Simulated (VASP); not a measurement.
Write the native input for VASP 6.6.1 that does the following.

- Task: single point
- Functional: PBE
- Potentials or basis: VASP PAW PBE potentials, release 64 (Na_pv, B, Pd)
- Cutoff: 520 eV
- k mesh: 8 × 6 × 10
- Occupations: gaussian, width 0.1 eV
- Spin: no spin polarisation
- Dipole correction: no
- Further INCAR settings: ALGO = Fast; EDIFF = 1e-06; NBANDS = 25

The structure of Na3BPd lies in POSCAR:

```
Na3BPd
1.0
    4.8020334421      0.0000000000      0.0000000000
    0.0000000000      6.1898471142      0.0000000000
    0.0000000000      0.0000000000      3.9907765928
Na B Pd
3 1 1
Direct
    0.5000000000      0.0000000000      0.7763780219
    0.0000000000      0.2801402985      0.2778854179
    0.0000000000      0.7198597015      0.2778854179
    0.5000000000      0.5000000000      0.2938836414
    0.5000000000      0.5000000000      0.7935969909
```

The input as run:

INCAR

```
PREC     = Accurate       # precision mode
ENCUT    = 520            # plane-wave cutoff, eV
EDIFF    = 1E-6           # SCF threshold, eV
ISMEAR   = 0              # smearing method
SIGMA    = 0.1            # smearing width, eV
LREAL    = F              # projectors in reciprocal space
LASPH    = T              # aspherical terms in the spheres
NELM     = 100            # most SCF steps
ALGO     = Fast           # electronic algorithm
ISIF     = 2              # what is computed and relaxed
LWAVE    = F              # write WAVECAR
LCHARG   = F              # write CHGCAR
GGA      = PE             # functional
NBANDS   = 25             # bands
```

KPOINTS

```
Automatic mesh
0
Gamma
  8 6 10
```

Potentials or basis: VASP PAW PBE potentials, release 64 (Na_pv, B, Pd).

Launch:

```bash
$ cat potpaw_PBE.64/Na_pv/POTCAR potpaw_PBE.64/B/POTCAR potpaw_PBE.64/Pd/POTCAR > POTCAR
$ mpirun -np 1 vasp_std > vasp.out
```

It gave:

| Quantity | Value |
| --- | --- |
| Pressure | 0.1 GPa |
| Largest force | 0.004 eV/Å |
| Band gap on the k mesh | zero (band 17 reaches 3.13 eV, above the bottom of band 18 at 1.58 eV) |

Run time: 6 min on 1 thread of Oxide Virtual Turin-like Processor (shared host), peak memory 0.42 GiB.
